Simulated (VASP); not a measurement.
Write the native input for VASP 6.6.1 that does the following.

| Property | Result |
| --- | --- |
| Task | single point |
| Functional | r2SCANh |
| Potentials or basis | VASP PAW PBE potentials, release 64 (F) |
| Cutoff | 580 eV |
| k mesh | 6 × 6 × 4 |
| Occupations | gaussian, width 0.01 eV |
| Spin | no spin polarisation |
| Dipole correction | no |
| Grid for exact exchange (PRECFOCK) | Normal |
| Further INCAR settings | ALGO = Normal; EDIFF = 1e-06; NBANDS = 22 |
| Share of exact exchange | 0.1 |

The system is F.

```xyz
4
Lattice="2.4729 -1.6104 0.0000 2.4729 1.6104 0.0000 0.0000 0.0000 6.5450" Properties=species:S:1:pos:R:3 pbc="T T T"
F     2.4729   -1.3058    0.6309
F     2.4729   -0.3046    3.9034
F     2.4729    0.3046    2.6416
F     2.4729    1.3058    5.9141
```

These files were run (other wordings do the same):

POSCAR

```
F
1.0
    2.4728542882     -1.6104303596      0.0000000000
    2.4728542882      1.6104303596      0.0000000000
    0.0000000000      0.0000000000      6.5449700122
F
4
Direct
    0.9054155717      0.0945844283      0.0963912690
    0.5945844283      0.4054155717      0.5963912690
    0.4054155717      0.5945844283      0.4036087310
    0.0945844283      0.9054155717      0.9036087310
```

INCAR.step1

```
SYSTEM = F
PREC = Accurate ; ENCUT = 580
EDIFF = 1E-5 ; ISMEAR = 0
SIGMA = 0.01 ; LREAL = .FALSE.
LASPH = .TRUE. ; NELM = 120
ALGO = Normal ; ISIF = 2
LWAVE = .TRUE. ; LCHARG = .FALSE.
NBANDS = 22 ; GGA = PE
GGA_COMPAT = .FALSE. ; KPAR = 4
```

INCAR.step2

```
SYSTEM = F
PREC = Accurate ; ENCUT = 580
EDIFF = 1E-6 ; ISMEAR = 0
SIGMA = 0.01 ; LREAL = .FALSE.
LASPH = .TRUE. ; NELM = 120
ALGO = Normal ; ISIF = 2
LWAVE = .FALSE. ; LCHARG = .FALSE.
METAGGA = R2SCAN ; LHFCALC = .TRUE.
AEXX = 0.1 ; LMIXTAU = .TRUE.
PRECFOCK = Normal ; NBANDS = 22
ISTART = 1 ; GGA_COMPAT = .FALSE.
KPAR = 4
```

KPOINTS

```
Automatic mesh
0
G
  6 6 4
  0 0 0
```

Potentials or basis: VASP PAW PBE potentials, release 64 (F).

The run is started by

```console
$ cat potpaw_PBE.64/F/POTCAR > POTCAR
$ cp INCAR.step1 INCAR
$ mpirun -np 4 vasp_std > vasp.out
$ cp INCAR.step2 INCAR
$ mpirun -np 4 vasp_std > vasp.out
```

Results of the run:

| Item | Value |
| --- | --- |
| Pressure | 0.5 GPa |
| Largest force | 0.004 eV/Å |
| Band gap on the k mesh | 5.21 eV |

Caveat: the PAW data sets were made with another functional, which shifts forces and pressure a little.

Wall time 24 min on 4 MPI ranks on AMD EPYC 9R45 96-Core Processor (Zen 5), with other jobs on the host, peak memory 0.22 GiB a rank.
